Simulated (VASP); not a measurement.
Write the native input for VASP 6.6.1 that does the following.

* Task: single point
* Functional: PBE
* Potentials or basis: VASP PAW PBE potentials, release 64 (Ti_sv, W_sv)
* Cutoff: 520 eV
* k mesh: 6 × 6 × 4
* Occupations: gaussian, width 0.2 eV
* Spin: no spin polarisation
* Dipole correction: no
* Further INCAR settings: ALGO = Fast; EDIFF = 1e-06; NBANDS = 73

The structure of Ti4W lies in POSCAR:

```
Ti4W
1.0
   -2.2930757794      3.9717237555      0.0000000000
    2.2930757794     -1.3239079185     -4.6272773178
   -6.8792273381     -3.9717237555      0.0000000000
Ti W
8 2
Direct
    0.6542013460      0.3084026920      0.5514004487
    0.1542013460      0.3084026920      0.0514004487
    0.8457986540      0.6915973080      0.9485995513
    0.3457986540      0.6915973080      0.4485995513
    0.5256283994      0.0512567987      0.8418761331
    0.0256283994      0.0512567987      0.3418761331
    0.9743716006      0.9487432013      0.6581238669
    0.4743716006      0.9487432013      0.1581238669
    0.2500000000      0.5000000000      0.7500000000
    0.7500000000      0.5000000000      0.2500000000
```

One way to write it, as run:

INCAR

```
SYSTEM = Ti4W
  PREC = Accurate
  ENCUT = 520
  EDIFF = 1E-6
  ISMEAR = 0
  SIGMA = 0.2
  LREAL = .FALSE.
  LASPH = .TRUE.
  NELM = 100
  ALGO = Fast
  ISIF = 2
  LWAVE = .FALSE.
  LCHARG = .FALSE.
  GGA = PE
  NBANDS = 73
```

KPOINTS

```
Automatic mesh
0
G
  6 6 4
  0 0 0
```

Potentials or basis: VASP PAW PBE potentials, release 64 (Ti_sv, W_sv).

Command:

```console
$ cat potpaw_PBE.64/Ti_sv/POTCAR potpaw_PBE.64/W_sv/POTCAR > POTCAR
$ mpirun -np 1 vasp_std > vasp.out
```

It gave:

```yaml
Pressure: 0.0 GPa
Largest_force: 0.129 eV/Å
Band_gap_on_the_k_mesh: zero (band 62 reaches 8.73 eV, above the bottom of band 63 at 8.29 eV)
```

Caveat: spin-orbit coupling is left out, which moves the levels of the heavy elements.

Run time: 25 min on 1 thread of Intel(R) Xeon(R) 6975P-C (Granite Rapids), with other jobs on the host, peak memory 0.57 GiB.
